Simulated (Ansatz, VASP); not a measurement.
# One calculation of Au, two programs

```
CELL_PARAMETERS angstrom
4.67570 0.00000 0.00000
-2.33785 4.04928 0.00000
0.00000 0.00000 2.79337
ATOMIC_POSITIONS crystal
Au 0.00000 0.00000 0.00000
Au 0.33333 0.66667 0.50000
Au 0.66667 0.33333 0.50000
```

Alike in both runs: task single point; functional PBE; k mesh 9 × 9 × 13; occupations fermi-dirac, width 0.1 eV; no spin polarisation.

|  | VASP | Ansatz |
| --- | --- | --- |
| version | VASP 6.6.1 | Ansatz 0.2.0 |
| potentials or method | VASP PAW PBE potentials, release 64 (Au), cutoff 520 eV | plane waves (420 eV) with PAW, scalar-relativistic |
| valence electrons in the cell | 33 | 57 |

```tsv
	VASP	Ansatz	Ansatz less VASP
pressure (GPa)	5.8	6.0	+0.28
traceless stress, the component that is largest in VASP (GPa)	-0.47	-0.48	-0.004
```

VASP's potentials hold 33 valence electrons a cell and Ansatz's 57, so a difference there can come from the potentials and not from the codes.

Neither program's run includes spin-orbit coupling.
